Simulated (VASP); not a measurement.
Crystal: Si.

```
Si
1.0
    -2.25100    2.36850    1.27500
     2.25100   -2.36850    1.27500
     2.25100    2.36850   -1.27500
Si
2
Direct
  0.30700 0.05700 0.25000
  0.69300 0.94300 0.75000
```

Base run:

- Program: VASP 6.6.1
- Functional: BLYP
- Potentials or basis: VASP PAW PBE potentials, release 64 (Si)
- Cutoff: 500 eV
- k mesh: 13 × 13 × 13
- Occupations: methfessel-paxton, width 0.05 eV
- Spin: no spin polarisation

Its results: band gap on the k mesh zero (bands 4 and 5 overlap by 6.97 eV); pressure 23.7 GPa.

Q: The run is repeated on the same cell with these changes: functional from BLYP to revPBE. What comes out?

A: Band gap on the k mesh zero (bands 4 and 5 overlap by 7.13 eV); pressure 16.8 GPa.

Caveats: the cell stands under pressure; the PAW data sets were made with another functional, which shifts forces and pressure a little.
